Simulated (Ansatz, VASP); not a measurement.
**Sc2AlN3: VASP beside Ansatz**

```
CELL_PARAMETERS angstrom
3.80571 0.00000 0.00000
0.00000 3.80571 0.00000
0.00000 0.00000 5.92582
ATOMIC_POSITIONS crystal
Sc 0.00000 0.50000 0.00000
Sc 0.50000 0.00000 0.00000
Al 0.50000 0.50000 0.50000
N 0.50000 0.50000 0.19811
N 0.50000 0.50000 0.80189
N 0.00000 0.00000 0.50000
```

Alike in both runs: functional PBE; k mesh 4 × 4 × 4; occupations gaussian, width 0.1 eV; no spin polarisation.

Ansatz relaxed the structure, and its values are those at the end. VASP's run is a single point on that final structure, the one shown.

```csv
,VASP,Ansatz
version,VASP 6.6.1,Ansatz 0.2.0
potentials or method,"VASP PAW PBE potentials, release 64 (Sc_sv, Al, N), cutoff 520 eV","scalar-relativistic, plane waves, PAW"
valence electrons in the cell,40,40
```

```csv
,VASP,Ansatz,Ansatz less VASP
gap on the k mesh at the Fermi level (eV),none,none,-
pressure (GPa),0.1,-0.3,-0.40
rms of the force components (eV/Å),0.024,0.000,-0.0241
```

A gap of «none» marks a metal or a gap that the smearing closes.

The k mesh is coarse, so the values compare programs but aren't converged.
